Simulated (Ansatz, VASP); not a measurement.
One calculation of ZrH2, two programs

Contents of INCAR:

```
SYSTEM = ZrH2
ALGO = Normal ; EDIFF = 1E-6
ENCUT = 520 ; GGA = PS
ISIF = 2 ; ISMEAR = 0
LASPH = .TRUE. ; LCHARG = .FALSE.
LREAL = .FALSE. ; LWAVE = .FALSE.
NBANDS = 14 ; NELM = 80
PREC = Accurate ; SIGMA = 0.1
```

The input KPOINTS:

```
k-points
0
G
  16 16 16
  0 0 0
```

The input POSCAR:

```
ZrH2
1.0
    0.0000000000      2.3650879980      2.3650879980
    2.3650879980      0.0000000000      2.3650879980
    2.3650879980      2.3650879980      0.0000000000
Zr H
1 2
Direct
    0.0000000000      0.0000000000      0.0000000000
    0.7500000000      0.7500000000      0.7500000000
    0.2500000000      0.2500000000      0.2500000000
```

Input for Ansatz:

```yaml
crystal:
  lattice:
    - [0.0, 2.365087998, 2.365087998]
    - [2.365087998, 0.0, 2.365087998]
    - [2.365087998, 2.365087998, 0.0]
  atoms:
    - { symbol: Zr, position: [0.0, 0.0, 0.0] }
    - { symbol: H, position: [0.75, 0.75, 0.75] }
    - { symbol: H, position: [0.25, 0.25, 0.25] }
basis:
  ecutwfc: 420
kpoints:
  mp_grid: { grid: [16, 16, 16] }
hamiltonian:
  xc: pbesol
scf:
  occupations: { method: gaussian, width: 0.1 }
output:
  forces: true
  stress: true
  eigenvalues: true
```

Alike in both runs: task single point; functional PBEsol; k mesh 16 × 16 × 16; occupations gaussian, width 0.1 eV; no spin polarisation.

```csv
,VASP,Ansatz
version,VASP 6.6.1,Ansatz 0.2.0
potentials or method,"VASP PAW PBE potentials, release 64 (Zr_sv, H), cutoff 520 eV","scalar-relativistic, plane waves, PAW"
valence electrons in the cell,14,14
```

```csv
,VASP,Ansatz,Ansatz less VASP
gap on the k mesh at the Fermi level (eV),none,none,-
pressure (GPa),3.1,3.1,-0.04
```

VASP's potentials were made for PBE, not for PBEsol. A gap of «none» marks a metal or a gap that the smearing closes.
